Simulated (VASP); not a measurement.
B2P:

```
B P
1.0
     3.89868    0.00000    0.00000
     0.00000    4.75831    0.00000
     0.00000    0.00000    2.97046
B P
4 2
Cartesian
  0.7813 1.8020 0.0000
  3.1174 2.9563 0.0000
  2.7306 0.5772 1.4852
  1.1680 4.1811 1.4852
  0.0000 0.0000 0.0000
  1.9493 2.3792 1.4852
```

```yaml
Program: VASP 6.6.1
Task: relaxation of cell and atoms
Functional: PBE
Potentials_or_basis: VASP PAW PBE potentials, release 64 (B, P)
Cutoff: 600 eV
k_mesh: 4 × 4 × 6
Occupations: gaussian, width 0.1 eV
Spin: no spin polarisation
```

At the start: pressure 18.6 GPa; volume 9.18 Å³/atom.

**Question.** How do energy, volume and symmetry change on relaxing?

**Answer.** Over 9 steps the energy falls by 204.5 meV/atom and the volume is 10.15 Å³/atom (+10.5 %); space group Pnnm (No. 58, to 0.05 Å).

The path:
```
step  energy change (eV)  largest force (eV/Å)  pressure (GPa)  volume (Å³)
   1              0.0000                2.3366           18.58        55.11
   2             -1.0593                0.9225           -8.34        63.99
   3             -1.0611                1.0213           -7.48        63.52
   4             -1.1310                1.1639            1.66        60.86
   5             -1.1983                0.1838           -2.45        61.88
   6             -1.2164                0.1314            0.43        60.68
   7             -1.2165                0.1360            0.60        60.61
   8             -1.2221                0.0794            0.48        60.70
   9             -1.2271                0.0231            0.21        60.89
```

Final structure:
```
CELL_PARAMETERS angstrom
3.96517 0.00000 0.00000
0.00000 4.94034 0.00000
0.00000 0.00000 3.10813
ATOMIC_POSITIONS crystal
B 0.17147 0.39955 0.00000
B 0.82853 0.60045 0.00000
B 0.67147 0.10045 0.50000
B 0.32853 0.89955 0.50000
P 0.00000 0.00000 0.00000
P 0.50000 0.50000 0.50000
```

Caveat: the k points lie up to 0.40 Å⁻¹ apart in the final cell.
